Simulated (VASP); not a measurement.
TiB2, 3 atoms in the cell. It takes space group P6/mmm (No. 191, hexagonal). The conventional cell has a = 3.003 Å, b = 3.003 Å, c = 3.185 Å, α = 90.00°, β = 90.00°, γ = 120.00°. Within 3.1 Å of Ti (site symmetry 6/mmm) lie 12 B at 2.35 Å and 6 Ti at 3.00 Å. B (site symmetry -6m2) has 3 B at 1.73 Å within 2.3 Å. 

- Program: VASP 6.6.1
- Task: single point
- Functional: PBE
- Dispersion: D3(BJ)
- Potentials or basis: VASP PAW PBE potentials, release 64 (Ti_sv, B)
- Cutoff: 520 eV
- k mesh: 10 × 10 × 8
- Occupations: fermi-dirac, width 0.05 eV
- Spin: no spin polarisation
- Dipole correction: no
- Further INCAR settings: ALGO = Normal; EDIFF = 1e-06; NBANDS = 16

Potentials or basis: VASP PAW PBE potentials, release 64 (Ti_sv, B).

Run with:

```console
$ cat potpaw_PBE.64/Ti_sv/POTCAR potpaw_PBE.64/B/POTCAR > POTCAR
$ mpirun -np 1 vasp_std > vasp.out
```

Hardware: 1 thread of Intel(R) Xeon(R) 6975P-C (Granite Rapids), with other jobs on the host.

**Question.** Estimate the wall time of this run.

**Answer.** It took 9.7 s on 1 thread of Intel(R) Xeon(R) 6975P-C (Granite Rapids) (shared host), peak memory 0.17 GiB. Counts: scf iterations 13, k points 70.
